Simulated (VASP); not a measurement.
# NaI (Pmma) in VASP: single point with LDA

Aim: the single point of NaI with LDA.

Everything below comes from runs of VASP 6.6.1. Logs are shortened: lines on timing, memory, paths and dates and some standing lists are left out, and cuts for length are marked.

## 1. The cell of the first run

Symmetry: Pmma, No. 51, orthorhombic system. The conventional cell has a = 4.622 Å, b = 4.270 Å, c = 7.798 Å, α = 90.00°, β = 90.00°, γ = 90.00°. Within 4.3 Å of Na (site symmetry mm2) lie 6 I at 3.15 to 4.22 Å and 4 Na at 4.20 to 4.27 Å. Within 4.7 Å of I (site symmetry mm2) lie 8 Na at 3.15 to 4.67 Å and 8 I at 4.27 to 4.63 Å.

## 2. Single point, LDA

Contents of INCAR:

```
PREC = Accurate
ENCUT = 520
EDIFF = 1E-6
ISMEAR = 0
SIGMA = 0.2
LREAL = F
LASPH = T
NELM = 80
ALGO = Normal
ISIF = 2
LWAVE = F
LCHARG = F
GGA = CA
NBANDS = 22
```

Contents of KPOINTS:

```
Automatic mesh
0
Gamma
  4 5 3
```

Contents of POSCAR:

```
NaI
1.0
    4.6222090000      0.0000000000      0.0000000000
    0.0000000000      4.2697020000      0.0000000000
    0.0000000000      0.0000000000      7.7983840000
Na I
2 2
Direct
    0.2500000000      0.5000000000      0.2750310000
    0.7500000000      0.5000000000      0.7249690000
    0.2500000000      0.0000000000      0.7424270000
    0.7500000000      0.0000000000      0.2575730000
```

Potentials or basis: VASP PAW LDA potentials, release 64 (Na_pv, I).

Command:

```bash
> cat potpaw_LDA.64/Na_pv/POTCAR potpaw_LDA.64/I/POTCAR > POTCAR
> mpirun -np 1 vasp_std > vasp.out
```

OUTCAR:

```text
PREC = Accurate
   ENCUT = 520
   EDIFF = 1E-6
   ISMEAR = 0
   LREAL = F
   LASPH = T
   NELM = 80
   ISIF = 2
   GGA = CA

 ion  position               nearest neighbor table
   1  0.250  0.500  0.275-   4 3.15   4 3.15   4 3.15   4 3.15
   2  0.750  0.500  0.725-   3 3.15   3 3.15   3 3.15   3 3.15
   3  0.250  0.000  0.742-   2 3.15   2 3.15   2 3.15   2 3.15
   4  0.750  0.000  0.258-   1 3.15   1 3.15   1 3.15   1 3.15

  LATTYP: Found a simple orthorhombic cell.
 ALAT       =     4.2697020000
 B/A-ratio  =     1.0825600944
 C/A-ratio  =     1.8264469043

  Lattice vectors:

 A1 = (   0.0000000000,  -4.2697020000,   0.0000000000)
 A2 = (   4.6222090000,   0.0000000000,   0.0000000000)
 A3 = (   0.0000000000,   0.0000000000,   7.7983840000)

Analysis of symmetry for initial positions (statically):
=====================================================================
 Subroutine PRICEL returns:
 Original cell was already a primitive cell.

 Routine SETGRP: Setting up the symmetry group for a
 simple orthorhombic supercell.

 Subroutine GETGRP returns: Found  8 space group operations
 (whereof  4 operations were pure point group operations)
 out of a pool of  8 trial point group operations.

The static configuration has the point symmetry C_2h.
 The point group associated with its full space group is D_2h.

Analysis of symmetry for dynamics (positions and initial velocities):
=====================================================================
 Subroutine PRICEL returns:
 Original cell was already a primitive cell.

 Routine SETGRP: Setting up the symmetry group for a
 simple orthorhombic supercell.

 Subroutine GETGRP returns: Found  8 space group operations
 (whereof  4 operations were pure point group operations)
 out of a pool of  8 trial point group operations.

The dynamic configuration has the point symmetry C_2h.
 The point group associated with its full space group is D_2h.

 Subroutine INISYM returns: Found  8 space group operations
 (whereof  4 operations are pure point group operations),
 and found     1 'primitive' translations

----------------------------------------------------------------------------------------

                                     Primitive cell

  volume of cell :     153.9047

  direct lattice vectors                    reciprocal lattice vectors
     4.622209000  0.000000000  0.000000000     0.216346773  0.000000000  0.000000000
     0.000000000  4.269702000  0.000000000     0.000000000  0.234208383  0.000000000
     0.000000000  0.000000000  7.798384000     0.000000000  0.000000000  0.128231695

  length of vectors
     4.622209000  4.269702000  7.798384000     0.216346773  0.234208383  0.128231695

  position of ions in fractional coordinates (direct lattice)
     0.250000000  0.500000000  0.275031000
     0.750000000  0.500000000  0.724969000
     0.250000000  0.000000000  0.742427000
     0.750000000  0.000000000  0.257573000

  ion indices of the primitive-cell ions
   primitive index   ion index
                 1           1
                 2           2
                 3           3
                 4           4

----------------------------------------------------------------------------------------

 KPOINTS: Automatic mesh

Automatic generation of k-mesh.
 Grid dimensions read from file:
 generate k-points for:    4    5    3

 Generating k-lattice:

  Cartesian coordinates                     Fractional coordinates (reciprocal lattice)
     0.054086693  0.000000000  0.000000000     0.250000000  0.000000000  0.000000000
     0.000000000  0.046841677  0.000000000     0.000000000  0.200000000  0.000000000
     0.000000000  0.000000000  0.042743898     0.000000000  0.000000000  0.333333333

  Length of vectors
     0.054086693  0.046841677  0.042743898

  Shift w.r.t. Gamma in fractional coordinates (k-lattice)
     0.000000000  0.000000000  0.000000000

 Subroutine IBZKPT returns following result:
 ===========================================

 Found     18 irreducible k-points:

 Following reciprocal coordinates:
            Coordinates               Weight
  0.000000  0.000000  0.000000      1.000000
  0.250000  0.000000  0.000000      2.000000
  0.500000  0.000000  0.000000      1.000000
  0.000000  0.200000  0.000000      2.000000
  0.250000  0.200000  0.000000      4.000000
  0.500000  0.200000  0.000000      2.000000
[... 10 lines left out ...]
  0.250000  0.400000  0.333333      8.000000
  0.500000  0.400000  0.333333      4.000000
   k-points           NKPTS =     18   k-points in BZ     NKDIM =     18   number of bands    NBANDS=     22
   number of dos      NEDOS =    301   number of ions     NIONS =      4
   total plane-waves  NPLWV =  69120
   dimension x,y,z NGX =    36 NGY =   32 NGZ =   60
   dimension x,y,z NGXF=    72 NGYF=   64 NGZF=  120
   ions per type =               2   2
   NGX,Y,Z   is equivalent  to a cutoff of  12.95, 12.46, 12.79 a.u.
   NGXF,Y,Z  is equivalent  to a cutoff of  25.90, 24.92, 25.58 a.u.
 SYSTEM =  unknown system
   PREC   = accura    normal or accurate (medium, high low for compatibility)
   ISTART =      0    job   : 0-new  1-cont  2-samecut
   ICHARG =      2    charge: 1-file 2-atom 10-const
   ISPIN  =      1    spin polarized calculation?
   LNONCOLLINEAR =      F non collinear calculations
   LSORBIT =      F    spin-orbit coupling
   LASPH  =      T    aspherical Exc in radial PAW
   ENCUT  =  520.0 eV  38.22 Ry    6.18 a.u.   8.59  7.94 14.50*2*pi/ulx,y,z
   NELM   =     80;   NELMIN=  2; NELMDL= -5     # of ELM steps
   EDIFF  = 0.1E-05   stopping-criterion for ELM
   LREAL  =      F    real-space projection
   EDIFFG = 0.1E-04   stopping-criterion for IOM
   NSW    =      0    number of steps for IOM
   IBRION =     -1    ionic relax: 0-MD 1-quasi-New 2-CG
   NFREE  =      0    steps in history (QN), initial steepest desc. (CG)
   ISIF   =      2    stress and relaxation
   ISYM   =      2    0-nonsym 1-usesym 2-fastsym
   POTIM  = 0.5000    time-step for ionic-motion
   TEBEG  =    0.0;   TEEND  =   0.0 temperature during run
   PSTRESS=    0.0 pullay stress
   NELECT =      28.0000    total number of electrons
   NUPDOWN=      -1.0000    fix difference up-down
   EMIN   =  10.00;   EMAX   =-10.00  energy-range for DOS
   EFERMI =   0.00;   METHOD = LEGACY
   ISMEAR =     0;   SIGMA  =   0.20  broadening in eV -4-tet -1-fermi 0-gaus
   EFERMI_NEDOS =   21; number of points for ismear=-14 and -15
   IALGO  =     38    algorithm
   IMIX   =      4    mixing-type and parameters
     AMIX     =   0.40;   BMIX     =  1.00
     AMIX_MAG =   1.60;   BMIX_MAG =  1.00
  volume/ion in A,a.u.               =      38.48       259.65
  Fermi-wavevector in a.u.,A,eV,Ry     =   0.927635  1.752975 11.707893  0.860506
  Thomas-Fermi vector in A             =   2.053725
   LORBIT       =      0    0 simple, 1 ext, 2 COOP (PROOUT), +10 PAW based schemes
   GGA     = CA    functional components
   LHFCALC =     F    Hartree Fock is set to
   AEXX    =    0.0000 exact exchange contribution
   IVDW    =     0    specifies the selected vdW correction
   LEPSILON=     F    determine dielectric tensor
   LRPA    =     F    only Hartree local field effects (RPA)
 non-spin polarized calculation
 Gauss-broadening in eV      SIGMA  =   0.20
  energy-cutoff  :      520.00
  volume of cell :      153.90
 maximum number of plane-waves:      4170
 NGX is ok and might be reduce to    36
   NGX = 17   NGY = 15   NGZ = 29

 number of electron      28.0000013 magnetization

 Free energy of the ion-electron system (eV)
  ---------------------------------------------------
  ext. energy  EPLUGINS =         0.00000000
  ---------------------------------------------------
  free energy    TOTEN  =       -11.37886382 eV

  energy without entropy =      -11.37886382  energy(sigma->0) =      -11.37886382

 E-fermi :   1.2884     XC(G=0):  -7.5294

 val. band max:        0.3410189148   @ k =   0.0000   0.4000   0.0000
 cond. band min:       2.8293471480   @ k =   0.0000   0.0000   0.0000
 fundamental gap:      2.4883282331
 Fermi energy:         1.2883674051

 k-point     1 :       0.0000    0.0000    0.0000
  band No.  band energies     occupation
      1     -22.8193      2.00000
      2     -22.8155      2.00000
      3     -22.7794      2.00000
      4     -22.7781      2.00000
      5     -22.7776      2.00000
      6     -22.7771      2.00000
[... 14 lines left out ...]
     21       8.0161      0.00000
     22       8.7087      0.00000

 k-point     2 :       0.2500    0.0000    0.0000
  band No.  band energies     occupation
      1     -22.8187      2.00000
      2     -22.8160      2.00000
      3     -22.7809      2.00000
      4     -22.7799      2.00000
      5     -22.7772      2.00000
      6     -22.7769      2.00000
[... 14 lines left out ...]
     21       8.8677      0.00000
     22       9.0211      0.00000

 k-point     3 :       0.5000    0.0000    0.0000
  band No.  band energies     occupation
      1     -22.8173      2.00000
      2     -22.8173      2.00000
      3     -22.7820      2.00000
      4     -22.7820      2.00000
      5     -22.7768      2.00000
      6     -22.7768      2.00000
[... 14 lines left out ...]
     21       8.4294      0.00000
     22       8.4294      0.00000
[... 326 lines left out ...]
 k-point    17 :       0.2500    0.4000    0.3333
  band No.  band energies     occupation
      1     -22.8181      2.00000
      2     -22.8160      2.00000
      3     -22.7824      2.00000
      4     -22.7820      2.00000
      5     -22.7796      2.00000
      6     -22.7788      2.00000
[... 14 lines left out ...]
     21       7.7710      0.00000
     22       7.9548      0.00000

 k-point    18 :       0.5000    0.4000    0.3333
  band No.  band energies     occupation
      1     -22.8170      2.00000
      2     -22.8170      2.00000
      3     -22.7817      2.00000
      4     -22.7817      2.00000
      5     -22.7805      2.00000
      6     -22.7805      2.00000
[... 14 lines left out ...]
     21       8.7996      0.00000
     22       8.7996      0.00000

------------------------ aborting loop because EDIFF is reached ----------------------------------------

  FORCE on cell =-STRESS in cart. coord.  units (eV):
  Direction    XX          YY          ZZ          XY          YZ          ZX
  --------------------------------------------------------------------------------------
  -------------------------------------------------------------------------------------
  Total       -1.6730165     -1.6427725     -0.8739173      0.0000000      0.0000000      0.0000000
  in kB      -17.4164261    -17.1015803     -9.0976483      0.0000000      0.0000000      0.0000000
  external PRESSURE =     -14.5385516 kB  Pullay stress =       0.0000000 kB

 VOLUME and BASIS-vectors are now :
 -----------------------------------------------------------------------------
  energy-cutoff  :      520.00
  volume of cell :      153.90
      direct lattice vectors                 reciprocal lattice vectors
     4.622209000  0.000000000  0.000000000     0.216346773  0.000000000  0.000000000
     0.000000000  4.269702000  0.000000000     0.000000000  0.234208383  0.000000000
     0.000000000  0.000000000  7.798384000     0.000000000  0.000000000  0.128231695

 POSITION                                       TOTAL-FORCE (eV/Angst)
 -----------------------------------------------------------------------------------
      1.15555      2.13485      2.14480        -0.000000     -0.000000     -0.032328
      3.46666      2.13485      5.65359         0.000000      0.000000      0.032328
      1.15555      0.00000      5.78973         0.000000      0.000000     -0.043165
      3.46666      0.00000      2.00865         0.000000      0.000000      0.043165
 -----------------------------------------------------------------------------------
    total drift:                                0.000000      0.000000      0.000000

  FREE ENERGIE OF THE ION-ELECTRON SYSTEM (eV)
  ---------------------------------------------------
  free  energy   TOTEN  =       -11.3788638230 eV

  energy  without entropy=      -11.3788638230  energy(sigma->0) =      -11.37886382
```

It took 20 s on 1 thread of Intel Xeon 6975P-C (Granite Rapids), shared host; peak memory 0.22 GiB.

What came out:

```
Free energy            : -11.3789 eV
Pressure               : -1.5 GPa
Largest force          : 0.043 eV/Å
Band gap on the k mesh : 2.49 eV (least direct gap 2.69 eV)
```

Forces in eV/Å, atoms in the order of the input:
```
Na   0.000  0.000 -0.032
Na   0.000  0.000  0.032
I    0.000  0.000 -0.043
I    0.000  0.000  0.043
```

Stress tensor (GPa, compression positive):
```
-1.74  0.00  0.00
 0.00 -1.71  0.00
 0.00  0.00 -0.91
```

Caveat: spin-orbit coupling is left out, which moves the levels of the heavy elements; an odd mesh through Γ misses points on the zone boundary, where band edges can lie.
